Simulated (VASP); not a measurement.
# ZrCu (Pm-3m) in VASP: a series of runs

Runs on ZrCu. Level: LDA. Tasks: single point, relaxation of cell and atoms.

Program: VASP 6.6.1. These are calculated values, not measurements. Logs are shortened: lines on timing, memory, paths and dates and some standing lists are left out, and cuts for length are marked.

### 1 The cell of the first run

It takes space group Pm-3m (No. 221, cubic). Conventional cell: a = 3.193 Å, b = 3.193 Å, c = 3.193 Å, α = 90.00°, β = 90.00°, γ = 90.00°. Zr (site symmetry m-3m) has 8 Cu at 2.77 Å and 6 Zr at 3.19 Å within 3.6 Å. Cu (site symmetry m-3m) has 8 Zr at 2.77 Å and 6 Cu at 3.19 Å within 3.6 Å.

### 2 Single point, LDA

INCAR reads:

```
SYSTEM = ZrCu
ALGO = Normal
EDIFF = 1E-6
ENCUT = 520
GGA = CA
ISIF = 2
ISMEAR = 0
LASPH = .TRUE.
LCHARG = .FALSE.
LREAL = .FALSE.
LWAVE = .FALSE.
NBANDS = 18
NELM = 100
PREC = Accurate
SIGMA = 0.1
```

KPOINTS reads:

```
k-points
0
G
  14 14 14
  0 0 0
```

POSCAR reads:

```
ZrCu
1.0
    3.1931858094      0.0000000000      0.0000000000
    0.0000000000      3.1931858094      0.0000000000
    0.0000000000      0.0000000000      3.1931858094
Zr Cu
1 1
Direct
    0.5000000000      0.5000000000      0.5000000000
    0.0000000000      0.0000000000      0.0000000000
```

Potentials or basis: VASP PAW LDA potentials, release 64 (Zr_sv, Cu).

The run is started by

```sh
cat potpaw_LDA.64/Zr_sv/POTCAR potpaw_LDA.64/Cu/POTCAR > POTCAR
mpirun -np 1 vasp_std > vasp.out
```

OUTCAR:

```text
SYSTEM = ZrCu
   EDIFF = 1E-6
   ENCUT = 520
   GGA = CA
   ISIF = 2
   ISMEAR = 0
   LASPH = .TRUE.
   LREAL = .FALSE.
   NELM = 100
   PREC = Accurate

 ion  position               nearest neighbor table
   1  0.500  0.500  0.500-   2 2.77   2 2.77   2 2.77   2 2.77   2 2.77   2 2.77   2 2.77   2 2.77

   2  0.000  0.000  0.000-   1 2.77   1 2.77   1 2.77   1 2.77   1 2.77   1 2.77   1 2.77   1 2.77

  LATTYP: Found a simple cubic cell.
 ALAT       =     3.1931858094

  Lattice vectors:

 A1 = (   3.1931858094,   0.0000000000,   0.0000000000)
 A2 = (   0.0000000000,   3.1931858094,   0.0000000000)
 A3 = (   0.0000000000,   0.0000000000,   3.1931858094)

Analysis of symmetry for initial positions (statically):
=====================================================================
 Subroutine PRICEL returns:
 Original cell was already a primitive cell.

 Routine SETGRP: Setting up the symmetry group for a
 simple cubic supercell.

 Subroutine GETGRP returns: Found 48 space group operations
 (whereof 48 operations were pure point group operations)
 out of a pool of 48 trial point group operations.

The static configuration has the point symmetry O_h .

Analysis of symmetry for dynamics (positions and initial velocities):
=====================================================================
 Subroutine PRICEL returns:
 Original cell was already a primitive cell.

 Routine SETGRP: Setting up the symmetry group for a
 simple cubic supercell.

 Subroutine GETGRP returns: Found 48 space group operations
 (whereof 48 operations were pure point group operations)
 out of a pool of 48 trial point group operations.

The dynamic configuration has the point symmetry O_h .

 Subroutine INISYM returns: Found 48 space group operations
 (whereof 48 operations are pure point group operations),
 and found     1 'primitive' translations

----------------------------------------------------------------------------------------

                                     Primitive cell

  volume of cell :      32.5591

  direct lattice vectors                    reciprocal lattice vectors
     3.193185809  0.000000000  0.000000000     0.313166868  0.000000000  0.000000000
     0.000000000  3.193185809  0.000000000     0.000000000  0.313166868  0.000000000
     0.000000000  0.000000000  3.193185809     0.000000000  0.000000000  0.313166868

  length of vectors
     3.193185809  3.193185809  3.193185809     0.313166868  0.313166868  0.313166868

  position of ions in fractional coordinates (direct lattice)
[... 73 lines left out ...]
   ISPIN  =      1    spin polarized calculation?
   LNONCOLLINEAR =      F non collinear calculations
   LSORBIT =      F    spin-orbit coupling
   LASPH  =      T    aspherical Exc in radial PAW
   ENCUT  =  520.0 eV  38.22 Ry    6.18 a.u.   5.94  5.94  5.94*2*pi/ulx,y,z
   NELM   =    100;   NELMIN=  2; NELMDL= -5     # of ELM steps
   EDIFF  = 0.1E-05   stopping-criterion for ELM
   LREAL  =      F    real-space projection
   EDIFFG = 0.1E-04   stopping-criterion for IOM
   NSW    =      0    number of steps for IOM
   IBRION =     -1    ionic relax: 0-MD 1-quasi-New 2-CG
   NFREE  =      0    steps in history (QN), initial steepest desc. (CG)
   ISIF   =      2    stress and relaxation
   ISYM   =      2    0-nonsym 1-usesym 2-fastsym
   POTIM  = 0.5000    time-step for ionic-motion
   TEBEG  =    0.0;   TEEND  =   0.0 temperature during run
   PSTRESS=    0.0 pullay stress
   NELECT =      23.0000    total number of electrons
   NUPDOWN=      -1.0000    fix difference up-down
   EMIN   =  10.00;   EMAX   =-10.00  energy-range for DOS
   EFERMI =   0.00;   METHOD = LEGACY
   ISMEAR =     0;   SIGMA  =   0.10  broadening in eV -4-tet -1-fermi 0-gaus
   EFERMI_NEDOS =   21; number of points for ismear=-14 and -15
   IALGO  =     38    algorithm
   IMIX   =      4    mixing-type and parameters
     AMIX     =   0.40;   BMIX     =  1.00
     AMIX_MAG =   1.60;   BMIX_MAG =  1.00
  volume/ion in A,a.u.               =      16.28       109.86
  Fermi-wavevector in a.u.,A,eV,Ry     =   1.458008  2.755236 28.923094  2.125787
  Thomas-Fermi vector in A             =   2.574743
   LORBIT       =      0    0 simple, 1 ext, 2 COOP (PROOUT), +10 PAW based schemes
   GGA     = CA    functional components
   LHFCALC =     F    Hartree Fock is set to
   AEXX    =    0.0000 exact exchange contribution
   IVDW    =     0    specifies the selected vdW correction
   LEPSILON=     F    determine dielectric tensor
   LRPA    =     F    only Hartree local field effects (RPA)
 non-spin polarized calculation
 Gauss-broadening in eV      SIGMA  =   0.10
  energy-cutoff  :      520.00
  volume of cell :       32.56
 maximum number of plane-waves:       912
 NGX is ok and might be reduce to    24
   NGX = 11   NGY = 11   NGZ = 11

 number of electron      23.0000027 magnetization

 Free energy of the ion-electron system (eV)
  ---------------------------------------------------
  ext. energy  EPLUGINS =         0.00000000
  ---------------------------------------------------
  free energy    TOTEN  =       -14.22641183 eV

  energy without entropy =      -14.21320646  energy(sigma->0) =      -14.21980914

 E-fermi :   9.1932     XC(G=0): -12.3065

 val. band max:        9.1923455775   @ k =   0.2143   0.2143   0.1429
 cond. band min:       9.1960207538   @ k =   0.2857   0.1429   0.1429
 fundamental gap:      0.0036751762
 Fermi energy:         9.1932351276

 k-point     1 :       0.0000    0.0000    0.0000
  band No.  band energies     occupation
      1     -39.2089      2.00000
      2     -17.1447      2.00000
      3     -17.1447      2.00000
      4     -17.1447      2.00000
      5       1.7866      2.00000
      6       4.7665      2.00000
[... 481 lines left out ...]
      5       4.2754      2.00000
      6       5.2196      2.00000
[... 10 lines left out ...]
     17      18.4357      0.00000
     18      20.7252      0.00000

 [... further k-points ...]
[... 5 lines left out ...]
  --------------------------------------------------------------------------------------
  -------------------------------------------------------------------------------------
  Total        0.0781700      0.0781700      0.0781700      0.0000000      0.0000000     -0.0000000
  in kB        3.8466074      3.8466074      3.8466074      0.0000000      0.0000000     -0.0000000
  external PRESSURE =       3.8466074 kB  Pullay stress =       0.0000000 kB

 VOLUME and BASIS-vectors are now :
 -----------------------------------------------------------------------------
  energy-cutoff  :      520.00
  volume of cell :       32.56
      direct lattice vectors                 reciprocal lattice vectors
     3.193185809  0.000000000  0.000000000     0.313166868  0.000000000  0.000000000
     0.000000000  3.193185809  0.000000000     0.000000000  0.313166868  0.000000000
     0.000000000  0.000000000  3.193185809     0.000000000  0.000000000  0.313166868

 POSITION                                       TOTAL-FORCE (eV/Angst)
 -----------------------------------------------------------------------------------
      1.59659      1.59659      1.59659         0.000000      0.000000      0.000000
      0.00000      0.00000      0.00000         0.000000      0.000000      0.000000
 -----------------------------------------------------------------------------------
    total drift:                                0.000000      0.000000     -0.000000

  FREE ENERGIE OF THE ION-ELECTRON SYSTEM (eV)
  ---------------------------------------------------
  free  energy   TOTEN  =       -14.2264118310 eV

  energy  without entropy=      -14.2132064550  energy(sigma->0) =      -14.21980914
```

OSZICAR:

```text
N       E                     dE             d eps       ncg     rms          rms(c)
DAV:   1     0.184231445757E+03    0.18423E+03   -0.11696E+04  4516   0.169E+03
DAV:   2    -0.237978110886E+01   -0.18661E+03   -0.18051E+03  4534   0.372E+02
DAV:   3    -0.156163298516E+02   -0.13237E+02   -0.12923E+02  7180   0.981E+01
DAV:   4    -0.161388967885E+02   -0.52257E+00   -0.51763E+00  5948   0.148E+01
DAV:   5    -0.161594465791E+02   -0.20550E-01   -0.20535E-01  6166   0.261E+00    0.182E+01
DAV:   6    -0.172880756331E+02   -0.11286E+01   -0.40658E+01  4588   0.145E+02    0.107E+01
DAV:   7    -0.142888241593E+02    0.29993E+01   -0.85235E+00  4712   0.570E+01    0.350E+00
DAV:   8    -0.143536252484E+02   -0.64801E-01   -0.13190E+00  6946   0.217E+01    0.313E+00
DAV:   9    -0.142257421016E+02    0.12788E+00   -0.60384E-01  5700   0.175E+01    0.532E-01
DAV:  10    -0.142274179898E+02   -0.16759E-02   -0.28818E-02  5026   0.190E+00    0.378E-01
DAV:  11    -0.142264442031E+02    0.97379E-03   -0.24407E-03  6230   0.803E-01    0.984E-02
DAV:  12    -0.142264145213E+02    0.29682E-04   -0.44451E-04  6884   0.248E-01    0.320E-02
DAV:  13    -0.142264133237E+02    0.11976E-05   -0.24251E-05  5510   0.529E-02    0.183E-02
DAV:  14    -0.142264122321E+02    0.10916E-05   -0.28388E-06  3506   0.325E-02    0.962E-03
DAV:  15    -0.142264118310E+02    0.40113E-06   -0.27937E-06  5072   0.297E-02
   1 F= -.14226412E+02 E0= -.14219809E+02  d E =-.132054E-01
```

It took 19 s on 1 thread of Intel Xeon 6975P-C (Granite Rapids), shared host; peak memory 0.18 GiB.

Results:

```yaml
Free_energy: -14.2264 eV
Pressure: 0.4 GPa
Band_gap_on_the_k_mesh: zero (an odd number of electrons rules out a gap without spin polarisation)
```

Levels at points of the mesh, in eV from the Fermi level:
| k point | band 8 | band 9 | band 10 | band 11 | band 12 | band 13 | band 14 | band 15 | band 16 | band 17 |
| --- | --- | --- | --- | --- | --- | --- | --- | --- | --- | --- |
| (0.00, 0.00, 0.00) | -3.25 | -3.25 | -3.25 | -0.11 | -0.11 | 4.24 | 4.24 | 4.24 | 7.19 | 7.19 |
| (0.50, 0.00, 0.00) | -3.29 | -3.29 | -3.11 | -1.99 | -0.71 | 1.06 | 1.06 | 4.09 | 6.10 | 10.51 |
| (0.50, 0.50, 0.00) | -3.71 | -2.78 | -2.21 | 0.53 | 0.79 | 0.79 | 2.96 | 2.96 | 5.59 | 9.36 |
| (0.50, 0.50, 0.50) | -2.76 | -2.76 | -2.60 | -2.60 | -2.60 | 2.74 | 5.75 | 5.75 | 7.62 | 7.62 |

### 3 Relaxation of cell and atoms, LDA

This run uses another cell than the first one, of 17.21 Å³/atom.

INCAR reads:

```
SYSTEM = ZrCu
PREC     = Accurate       ! precision mode
ENCUT    = 600            ! plane-wave cutoff, eV
EDIFF    = 1E-6           ! SCF threshold, eV
ISMEAR   = 0              ! smearing method
SIGMA    = 0.1            ! smearing width, eV
LREAL    = .FALSE.        ! projectors in reciprocal space
LASPH    = .TRUE.         ! aspherical terms in the spheres
NELM     = 100            ! most SCF steps
ALGO     = Normal         ! electronic algorithm
ISIF     = 3              ! what is computed and relaxed
LWAVE    = .FALSE.        ! write WAVECAR
LCHARG   = .FALSE.        ! write CHGCAR
GGA      = CA             ! functional
IBRION   = 2              ! ionic algorithm
NSW      = 100            ! ionic steps
EDIFFG   = -0.005         ! ionic threshold
```

KPOINTS reads:

```
regular mesh
0
G
  14 14 14
  0 0 0
```

POSCAR reads:

```
ZrCu
1.0
    3.2526642500      0.0000000000      0.0000000000
    0.0000000000      3.2526642500      0.0000000000
    0.0000000000      0.0000000000      3.2526642500
Zr Cu
1 1
Direct
    0.5000000000      0.5000000000      0.5000000000
    0.0000000000      0.0000000000      0.0000000000
```

Potentials or basis: VASP PAW LDA potentials, release 64 (Zr_sv, Cu).

The run is started by

```sh
cat potpaw_LDA.64/Zr_sv/POTCAR potpaw_LDA.64/Cu/POTCAR > POTCAR
mpirun -np 1 vasp_std > vasp.out
```

Run time: 91 s. Hardware: 1 thread of Intel Xeon 6975P-C (Granite Rapids), shared host; peak memory 0.21 GiB.

It converged, with:

```yaml
Free_energy: -14.2270 eV
Relaxed_volume: 16.33 Å³/atom
Relaxed_cell: a = 3.196 Å, b = 3.196 Å, c = 3.196 Å, α = 90.00°, β = 90.00°, γ = 90.00°
Space_group_after_relaxing_to_0.1_Å: Pm-3m (No. 221)
Energy_gained_by_relaxing: 19.2 meV/atom
Ionic_steps: 3
Pressure_after_relaxing: 0.0 GPa
Band_gap_on_the_k_mesh: zero (an odd number of electrons rules out a gap without spin polarisation)
```

Step by step:
```csv
step,energy change (eV),largest force (eV/Å),pressure (GPa),volume (Å³)
1,0.0000,0.0000,-6.59,34.41
2,0.0006,0.0000,8.02,31.01
3,-0.0383,0.0000,0.00,32.65
```

Final structure:
```yaml
crystal:
  lattice:
    - [3.19622, 0.00000, 0.00000]
    - [0.00000, 3.19622, 0.00000]
    - [0.00000, 0.00000, 3.19622]
  atoms:
    - { symbol: Zr, position: [0.50000, 0.50000, 0.50000] }
    - { symbol: Cu, position: [0.00000, 0.00000, 0.00000] }
```

Levels at points of the mesh, in eV from the Fermi level:
```tsv
k point	band 8	band 9	band 10	band 11	band 12	band 13	band 14	band 15
(0.00, 0.00, 0.00)	-3.24	-3.24	-3.24	-0.11	-0.11	4.23	4.23	4.23
(0.50, 0.00, 0.00)	-3.28	-3.28	-3.10	-1.99	-0.71	1.06	1.06	4.08
(0.50, 0.50, 0.00)	-3.70	-2.77	-2.20	0.52	0.79	0.79	2.95	2.95
(0.50, 0.50, 0.50)	-2.75	-2.75	-2.59	-2.59	-2.59	2.73	5.73	5.73
```
